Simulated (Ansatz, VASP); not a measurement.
# BP2 in VASP and in Ansatz

```
CELL_PARAMETERS angstrom
-2.22033 2.22033 4.01351
2.22033 -2.22033 4.01351
2.22033 2.22033 -4.01351
ATOMIC_POSITIONS crystal
B 0.00000 0.00000 0.00000
B 0.75000 0.25000 0.50000
P 0.37500 0.40939 0.53439
P 0.59061 0.12500 0.96561
P 0.87500 0.84061 0.46561
P 0.15939 0.62500 0.03439
```

Alike in both runs: functional PBE; k mesh 6 × 6 × 6; occupations gaussian, width 0.1 eV; no spin polarisation.

Ansatz relaxed the structure, and its values are those at the end. VASP's run is a single point on that final structure, the one shown.

|  | VASP | Ansatz |
| --- | --- | --- |
| version | VASP 6.6.1 | Ansatz 0.2.0 |
| potentials or method | VASP PAW PBE potentials, release 64 (B, P), cutoff 520 eV | scalar-relativistic, plane waves, PAW |
| valence electrons in the cell | 26 | 26 |

```tsv
	VASP	Ansatz	Ansatz less VASP
gap on the k mesh at the Fermi level (eV)	none	none	-
pressure (GPa)	-0.2	0.0	+0.14
rms of the force components (eV/Å)	0.006	0.001	-0.0042
```

A gap of «none» marks a metal or a gap that the smearing closes.
